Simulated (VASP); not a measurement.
# Al (P3_121) in VASP: relaxation of cell and atoms with r2SCAN

Aim: the relaxation of cell and atoms of Al with r2SCAN.

Program: VASP 6.6.1. These are calculated values, not measurements. Logs are shortened: lines on timing, memory, paths and dates and some standing lists are left out, and cuts for length are marked.

## 1. The cell of the first run

The structure is trigonal, space group P3_121 (No. 152). Conventional cell: a = 3.716 Å, b = 3.716 Å, c = 4.216 Å, α = 90.00°, β = 90.00°, γ = 120.00°. Al (site symmetry 2) has 2 Al at 2.02 Å within 2.7 Å.

## 2. Relaxation of cell and atoms, r2SCAN

Input file POSCAR:

```
Al
1.0
    3.7157348468      0.0000000000      0.0000000000
   -1.8578674235      3.2179207711      0.0000000000
    0.0000000000      0.0000000000      4.2156255675
Al
3
Direct
    0.2254000000      0.0000000000      0.3333333333
    0.0000000000      0.2254000000      0.6666666667
    0.7746000000      0.7746000000      0.0000000000
```

Input file INCAR.step1:

```
PREC = Accurate ; ENCUT = 600
ISMEAR = 0 ; SIGMA = 0.1
LREAL = False ; LASPH = True
NELM = 60 ; GGA = PE
ALGO = Normal ; EDIFF = 1E-4
LWAVE = True ; LCHARG = False
```

Input file INCAR.step2:

```
PREC = Accurate ; ENCUT = 600
EDIFF = 1E-6 ; ISMEAR = 0
SIGMA = 0.1 ; LREAL = False
LASPH = True ; NELM = 60
ALGO = Normal ; ISIF = 3
LWAVE = False ; LCHARG = False
METAGGA = R2SCAN ; LMIXTAU = True
IBRION = 2 ; NSW = 90
EDIFFG = -0.04 ; ISTART = 1
```

Input file KPOINTS:

```
regular mesh
0
Gamma
  6 6 4
```

Potentials or basis: VASP PAW PBE potentials, release 64 (Al).

On the command line:

```bash
$ cat potpaw_PBE.64/Al/POTCAR > POTCAR
$ cp INCAR.step1 INCAR
$ mpirun -np 1 vasp_std > vasp.out
$ cp INCAR.step2 INCAR
$ mpirun -np 1 vasp_std > vasp.out
```

OUTCAR:

```text
PREC = Accurate
   ENCUT = 600
   EDIFF = 1E-6
   ISMEAR = 0
   LREAL = False
   LASPH = True
   NELM = 60
   ISIF = 3
   METAGGA = R2SCAN
   IBRION = 2
   NSW = 90
   EDIFFG = -0.04
   ISTART = 1

 ion  position               nearest neighbor table
   1  0.225  0.000  0.333-   3 2.02   2 2.02   3 2.92   3 2.92   2 2.92   2 2.92   2 3.16   3 3.16

   2  0.000  0.225  0.667-   3 2.02   1 2.02   3 2.92   3 2.92   1 2.92   1 2.92   1 3.16   3 3.16

   3  0.775  0.775  0.000-   1 2.02   2 2.02   2 2.92   1 2.92   1 2.92   2 2.92   1 3.16   2 3.16

  LATTYP: Found a hexagonal cell.
 ALAT       =     3.7157348468
 C/A-ratio  =     1.1345334749

  Lattice vectors:

 A1 = (   3.7157348468,   0.0000000000,   0.0000000000)
 A2 = (  -1.8578674235,   3.2179207711,   0.0000000000)
 A3 = (   0.0000000000,   0.0000000000,   4.2156255675)

Analysis of symmetry for initial positions (statically):
=====================================================================
 Subroutine PRICEL returns:
 Original cell was already a primitive cell.

 Routine SETGRP: Setting up the symmetry group for a
 hexagonal supercell.

 Subroutine GETGRP returns: Found  6 space group operations
 (whereof  2 operations were pure point group operations)
 out of a pool of 24 trial point group operations.

The static configuration has the point symmetry C_2 .
 The point group associated with its full space group is D_3 .

Analysis of symmetry for dynamics (positions and initial velocities):
=====================================================================
 Subroutine PRICEL returns:
 Original cell was already a primitive cell.

 Routine SETGRP: Setting up the symmetry group for a
 hexagonal supercell.

 Subroutine GETGRP returns: Found  6 space group operations
 (whereof  2 operations were pure point group operations)
 out of a pool of 24 trial point group operations.

The dynamic configuration has the point symmetry C_2 .
 The point group associated with its full space group is D_3 .

 Subroutine INISYM returns: Found  6 space group operations
 (whereof  2 operations are pure point group operations),
 and found     1 'primitive' translations

----------------------------------------------------------------------------------------

                                     Primitive cell

  volume of cell :      50.4060

  direct lattice vectors                    reciprocal lattice vectors
     3.715734847  0.000000000  0.000000000     0.269125770  0.155379835  0.000000000
    -1.857867423  3.217920771  0.000000000     0.000000000  0.310759671  0.000000000
     0.000000000  0.000000000  4.215625568     0.000000000  0.000000000  0.237212718

  length of vectors
     3.715734847  3.715734847  4.215625568     0.310759671  0.310759671  0.237212718

  position of ions in fractional coordinates (direct lattice)
     0.225400000  0.000000000  0.333333333
     0.000000000  0.225400000  0.666666667
     0.774600000  0.774600000  0.000000000

  ion indices of the primitive-cell ions
   primitive index   ion index
                 1           1
                 2           2
                 3           3

----------------------------------------------------------------------------------------

 KPOINTS: regular mesh

Automatic generation of k-mesh.
 Grid dimensions read from file:
 generate k-points for:    6    6    4

 Generating k-lattice:

  Cartesian coordinates                     Fractional coordinates (reciprocal lattice)
     0.044854295  0.025896639  0.000000000     0.166666667  0.000000000  0.000000000
     0.000000000  0.051793278  0.000000000     0.000000000  0.166666667  0.000000000
     0.000000000  0.000000000  0.059303180     0.000000000  0.000000000  0.250000000

  Length of vectors
     0.051793278  0.051793278  0.059303180

  Shift w.r.t. Gamma in fractional coordinates (k-lattice)
     0.000000000  0.000000000  0.000000000

 Subroutine IBZKPT returns following result:
 ===========================================

 Found     24 irreducible k-points:

 Following reciprocal coordinates:
            Coordinates               Weight
  0.000000  0.000000  0.000000      1.000000
  0.166667  0.000000  0.000000      6.000000
  0.333333  0.000000  0.000000      6.000000
  0.500000  0.000000  0.000000      3.000000
  0.166667  0.166667  0.000000      6.000000
  0.333333  0.166667  0.000000     12.000000
[... 16 lines left out ...]
  0.333333  0.166667  0.500000     12.000000
  0.333333  0.333333  0.500000      2.000000
   k-points           NKPTS =     24   k-points in BZ     NKDIM =     24   number of bands    NBANDS=      8
   number of dos      NEDOS =    301   number of ions     NIONS =      3
   total plane-waves  NPLWV =  32400
   dimension x,y,z NGX =    30 NGY =   30 NGZ =   36
   dimension x,y,z NGXF=    60 NGYF=   60 NGZF=   72
   ions per type =               3
   NGX,Y,Z   is equivalent  to a cutoff of  13.42, 13.42, 14.20 a.u.
   NGXF,Y,Z  is equivalent  to a cutoff of  26.84, 26.84, 28.39 a.u.
 SYSTEM =  unknown system
   PREC   = accura    normal or accurate (medium, high low for compatibility)
   ISTART =      1    job   : 0-new  1-cont  2-samecut
   ICHARG =      0    charge: 1-file 2-atom 10-const
   ISPIN  =      1    spin polarized calculation?
   LNONCOLLINEAR =      F non collinear calculations
   LSORBIT =      F    spin-orbit coupling
   LASPH  =      T    aspherical Exc in radial PAW
   ENCUT  =  600.0 eV  44.10 Ry    6.64 a.u.   7.42  7.42  8.42*2*pi/ulx,y,z
   NELM   =     60;   NELMIN=  2; NELMDL=  0     # of ELM steps
   EDIFF  = 0.1E-05   stopping-criterion for ELM
   LREAL  =      F    real-space projection
   EDIFFG = -.4E-01   stopping-criterion for IOM
   NSW    =     90    number of steps for IOM
   IBRION =      2    ionic relax: 0-MD 1-quasi-New 2-CG
   NFREE  =      1    steps in history (QN), initial steepest desc. (CG)
   ISIF   =      3    stress and relaxation
   ISYM   =      2    0-nonsym 1-usesym 2-fastsym
   POTIM  = 0.5000    time-step for ionic-motion
   TEBEG  =    0.0;   TEEND  =   0.0 temperature during run
   PSTRESS=    0.0 pullay stress
   NELECT =       9.0000    total number of electrons
   NUPDOWN=      -1.0000    fix difference up-down
   EMIN   =  10.00;   EMAX   =-10.00  energy-range for DOS
   EFERMI =   0.00;   METHOD = LEGACY
   ISMEAR =     0;   SIGMA  =   0.10  broadening in eV -4-tet -1-fermi 0-gaus
   EFERMI_NEDOS =   21; number of points for ismear=-14 and -15
   IALGO  =     38    algorithm
   IMIX   =      4    mixing-type and parameters
     AMIX     =   0.40;   BMIX     =  1.00
     AMIX_MAG =   1.60;   BMIX_MAG =  1.00
  volume/ion in A,a.u.               =      16.80       113.39
  Fermi-wavevector in a.u.,A,eV,Ry     =   0.921853  1.742049 11.562405  0.849813
  Thomas-Fermi vector in A             =   2.047315
   LORBIT       =      0    0 simple, 1 ext, 2 COOP (PROOUT), +10 PAW based schemes
   METAGGA = R2SCAN    functional components
   LHFCALC =     F    Hartree Fock is set to
   AEXX    =    0.0000 exact exchange contribution
   IVDW    =     0    specifies the selected vdW correction
   LEPSILON=     F    determine dielectric tensor
   LRPA    =     F    only Hartree local field effects (RPA)
 conjugate gradient relaxation of ions
 non-spin polarized calculation
 Gauss-broadening in eV      SIGMA  =   0.10
  energy-cutoff  :      600.00
  volume of cell :       50.41
 maximum number of plane-waves:      1701
 NGX is ok and might be reduce to    30
   NGX = 15   NGY = 15   NGZ = 17

--------------------------------------- Ionic step        1  -------------------------------------------

 number of electron       9.0000000 magnetization

 Free energy of the ion-electron system (eV)
  ---------------------------------------------------
  ext. energy  EPLUGINS =         0.00000000
  ---------------------------------------------------
  free energy    TOTEN  =       -13.91554328 eV

  energy without entropy =      -13.91122609  energy(sigma->0) =      -13.91338468

------------------------ aborting loop because EDIFF is reached ----------------------------------------

  FORCE on cell =-STRESS in cart. coord.  units (eV):
  Direction    XX          YY          ZZ          XY          YZ          ZX
  --------------------------------------------------------------------------------------
  -------------------------------------------------------------------------------------
  Total        9.5273626      9.5273626     22.1720363     -0.0000000      0.0000000      0.0000000
  in kB      302.8315967    302.8315967    704.7483550     -0.0000000      0.0000000      0.0000000
  external PRESSURE =     436.8038495 kB  Pullay stress =       0.0000000 kB
[... 22 lines left out ...]
  energy  without entropy=      -13.9112260856  energy(sigma->0) =      -13.91338468

--------------------------------------- Ionic step        2  -------------------------------------------

 number of electron       9.0000000 magnetization

 E-fermi :   2.7877     XC(G=0):  -8.5038

 val. band max:        2.7124133352   @ k =   0.5000   0.0000   0.0000
 cond. band min:       2.8683347092   @ k =   0.1667   0.0000   0.5000
 fundamental gap:      0.1559213740
 Fermi energy:         2.7876946699

 k-point     1 :       0.0000    0.0000    0.0000
  band No.  band energies     occupation
      1      -5.3197      2.00000
      2      -0.7483      2.00000
      3      -0.7483      2.00000
      4       4.7866      0.00000
      5       5.0486      0.00000
      6       5.0486      0.00000
      7       5.3322      0.00000
      8       7.1339      0.00000
[... 318 lines left out ...]
  FREE ENERGIE OF THE ION-ELECTRON SYSTEM (eV)
  ---------------------------------------------------
  free  energy   TOTEN  =       -18.5500008749 eV

  energy  without entropy=      -18.5434946503  energy(sigma->0) =      -18.54674776

 E-fermi :   5.3329     XC(G=0):  -9.8454

 val. band max:        5.2514601335   @ k =   0.1667   0.1667   0.5000
 cond. band min:       5.4090654958   @ k =   0.5000   0.0000   0.0000
 fundamental gap:      0.1576053624
 Fermi energy:         5.3329277098

 k-point     1 :       0.0000    0.0000    0.0000
  band No.  band energies     occupation
      1      -4.6055      2.00000
      2       2.0241      2.00000
      3       2.0241      2.00000
      4       7.2191      0.00000
      5       7.7670      0.00000
      6       7.7670      0.00000
      7       8.3772      0.00000
      8      10.8281      0.00000
[... 243 lines left out ...]
 k-point    24 :       0.3333    0.3333    0.5000
  band No.  band energies     occupation
      1       0.8073      2.00000
      2       0.8073      2.00000
      3       1.3418      2.00000
      4       2.1609      2.00000
      5       2.1609      2.00000
      6       2.2701      2.00000
      7      11.7854      0.00000
      8      12.4516      0.00000

[... ionic steps 4 to 10 ...]

--------------------------------------- Ionic step       11  -------------------------------------------

 number of electron       9.0000000 magnetization

------------------------ aborting loop because EDIFF is reached ----------------------------------------

  FORCE on cell =-STRESS in cart. coord.  units (eV):
  Direction    XX          YY          ZZ          XY          YZ          ZX
  --------------------------------------------------------------------------------------
  -------------------------------------------------------------------------------------
  Total        0.0106266      0.0106266     -0.1645501     -0.0000000     -0.0000000     -0.0000000
  in kB        0.2883292      0.2883292     -4.4646902     -0.0000000     -0.0000000     -0.0000000
  external PRESSURE =      -1.2960106 kB  Pullay stress =       0.0000000 kB
[... 59 lines left out ...]
  energy  without entropy=      -18.9310185033  energy(sigma->0) =      -18.93472705

--------------------------------------- Ionic step       13  -------------------------------------------

 number of electron       9.0000000 magnetization

 Free energy of the ion-electron system (eV)
  ---------------------------------------------------
  ext. energy  EPLUGINS =         0.00000000
  ---------------------------------------------------
  free energy    TOTEN  =       -18.93889366 eV

  energy without entropy =      -18.93132864  energy(sigma->0) =      -18.93511115

 E-fermi :   5.6944     XC(G=0): -10.0999

 val. band max:        5.6918267209   @ k =   0.3333   0.0000   0.2500
 cond. band min:       5.7107811679   @ k =   0.3333   0.0000   0.2500
 fundamental gap:      0.0189544470
 Fermi energy:         5.6943757842

 k-point     1 :       0.0000    0.0000    0.0000
  band No.  band energies     occupation
      1      -4.4244      2.00000
      2       2.9855      2.00000
      3       2.9855      2.00000
      4       7.9781      0.00000
      5       7.9813      0.00000
      6       7.9813      0.00000
      7       7.9845      0.00000
      8      11.3755      0.00000
[... 281 lines left out ...]
  FREE ENERGIE OF THE ION-ELECTRON SYSTEM (eV)
  ---------------------------------------------------
  free  energy   TOTEN  =       -18.9388936639 eV

  energy  without entropy=      -18.9313286371  energy(sigma->0) =      -18.93511115

 reached required accuracy - stopping structural energy minimisation
```

Run time: 5.5 min. Hardware: 1 thread of Intel Xeon Platinum 8488C (Sapphire Rapids), shared host; peak memory 0.18 GiB.

Results:

- Free energy: -18.9389 eV
- Relaxed volume: 19.65 Å³/atom
- Relaxed cell: a = 3.880 Å, b = 3.880 Å, c = 4.522 Å, α = 90.00°, β = 90.00°, γ = 120.00°
- Space group after relaxing (to 0.05 Å): R-3m (No. 166)
- Energy gained by relaxing: 1674.5 meV/atom
- Ionic steps: 13
- Pressure after relaxing: 0.0 GPa
- Largest force after relaxing: 0.004 eV/Å

Forces in eV/Å, atoms in the order of the input:
```
Al   0.004  0.000  0.000
Al  -0.002  0.004  0.000
Al  -0.002 -0.004  0.000
```

Step by step:
```tsv
step	energy change (eV)	largest force (eV/Å)	pressure (GPa)	volume (Å³)
1	0.0000	9.6068	43.68	50.41
2	-3.5430	0.0391	-9.87	90.94
3	-4.6345	0.6077	-5.36	69.10
4	-4.6415	0.6810	-4.93	68.48
5	-4.6449	0.8544	-3.96	67.18
6	-4.8300	0.7793	-1.97	62.82
7	-4.9387	0.5196	2.64	57.20
8	-5.0125	0.1224	0.98	58.09
9	-5.0210	0.0349	0.49	58.49
10	-5.0210	0.0491	0.44	58.53
11	-5.0229	0.0113	-0.13	59.05
12	-5.0229	0.0057	-0.21	59.13
13	-5.0234	0.0042	-0.04	58.96
```

Final structure:
```
Al
1.0
     3.87982    0.00000    0.00000
    -1.93991    3.36002    0.00000
     0.00000    0.00000    4.52244
Al
3
Direct
  0.33317 0.00000 0.33333
  0.00000 0.33317 0.66667
  0.66683 0.66683 0.00000
```

Caveat: the k points lie up to 0.35 Å⁻¹ apart in the final cell; the volume moved by over 15 % at a fixed basis, so the end points are rough; the PAW data sets were made with another functional, which shifts forces and pressure a little.
